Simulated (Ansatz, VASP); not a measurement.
**One calculation of Ta, two programs**

```
CELL_PARAMETERS angstrom
-1.76046 1.64023 1.47621
1.76046 -1.64023 1.47621
1.76046 1.64023 -1.47621
ATOMIC_POSITIONS crystal
Ta 0.00000 0.00000 0.00000
```

Change from the starting cell: normal strain along x +0.0733, normal strain along z -0.1000.

Alike in both runs: task single point; functional PBEsol; k mesh 20 × 20 × 20; occupations gaussian, width 0.15 eV; no spin polarisation.

|  | VASP | Ansatz |
| --- | --- | --- |
| version | VASP 6.6.1 | Ansatz 0.2.0 |
| potentials or method | VASP PAW PBE potentials, release 64 (Ta_pv), cutoff 520 eV | scalar-relativistic, plane waves, PAW |
| valence electrons in the cell | 11 | 13 |

|  | VASP | Ansatz | Ansatz less VASP |
| --- | --- | --- | --- |
| gap on the k mesh at the Fermi level (eV) | none | none | - |
| pressure (GPa) | 10.4 | 10.1 | -0.30 |
| traceless stress, the component that is largest in VASP (GPa) | 8.74 | 8.72 | -0.019 |

VASP's potentials were made for PBE, not for PBEsol, and Ansatz warns of the same on its side. A gap of «none» marks a metal or a gap that the smearing closes. The functional is the same, so the differences come from potentials, cutoffs and numerics. VASP's potentials hold 11 valence electrons a cell and Ansatz's 13, so a difference there can come from the potentials and not from the codes.

Neither program's run includes spin-orbit coupling.
